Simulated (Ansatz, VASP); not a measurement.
Two plane-wave programs on PtSe2

File INCAR:

```
  ALGO = Normal
  EDIFF = 1E-7
  EDIFFG = -0.002
  ENCUT = 600
  GGA = PS
  IBRION = 2
  ISIF = 3
  ISMEAR = 0
  IVDW = 12
  LASPH = True
  LCHARG = False
  LREAL = False
  LWAVE = False
  NELM = 100
  NSW = 100
  PREC = Accurate
  SIGMA = 0.1
```

The input KPOINTS:

```
k-points
0
Gamma
  15 15 10
```

File POSCAR:

```
PtSe2
1.0
    3.7375374164     -0.0000000029      0.0000000000
   -1.8687687057      3.2368023517      0.0000000000
    0.0000000000      0.0000000000      4.6409966897
Pt Se
1 2
Direct
    0.0000000000      0.0000000000      0.0000000000
    0.6666666667      0.3333333333      0.7283332513
    0.3333333333      0.6666666667      0.2716667487
```

Input for Ansatz:

```yaml
crystal:
  lattice:
    - [3.7375374164, -2.9e-09, 0.0]
    - [-1.8687687057, 3.2368023517, 0.0]
    - [0.0, 0.0, 4.6409966897]
  atoms:
    - { symbol: Pt, position: [0.0, 0.0, 0.0] }
    - { symbol: Se, position: [0.6666666667, 0.3333333333, 0.7283332513] }
    - { symbol: Se, position: [0.3333333333, 0.6666666667, 0.2716667487] }
basis:
  ecutwfc: 420
kpoints:
  mp_grid: { grid: [15, 15, 10] }
hamiltonian:
  xc: pbesol
  dispersion: d3bj
  pseudopotentials: { kind: paw }
scf:
  occupations: { method: gaussian, width: 0.1 }
output:
  forces: true
  stress: true
  eigenvalues: true
  write_density: true
  write_potential: true
  elf: true
  volumetric_format: npy
relax:
  adjacent_minimum: "off"
  f_tol: 0.002
  max_steps: 80
  cell: { stress_tol: 0.02 }
```

Alike in both runs: task relaxation of cell and atoms; functional PBEsol; dispersion D3(BJ); k mesh 15 × 15 × 10; occupations gaussian, width 0.1 eV; no spin polarisation.

|  | VASP | Ansatz |
| --- | --- | --- |
| version | VASP 6.6.1 | Ansatz 0.2.0 |
| potentials or method | VASP PAW PBE potentials, release 64 (Pt, Se), cutoff 600 eV | scalar-relativistic, plane waves, PAW |
| valence electrons in the cell | 22 | 50 |

```csv
,VASP,Ansatz,Ansatz less VASP
"gap on the k mesh at the Fermi level, each at its own relaxed structure (eV)",none,none,-
relaxed volume (Å³/atom),18.69,18.69,-0.008
relaxed cell length with the largest relative difference (Å),3.739,3.738,-0.0010
```

VASP's potentials were made for PBE, not for PBEsol. A gap of «none» marks a metal or a gap that the smearing closes. VASP's potentials hold 22 valence electrons a cell and Ansatz's 50, so a difference there can come from the potentials and not from the codes.

Spin-orbit coupling is off throughout.
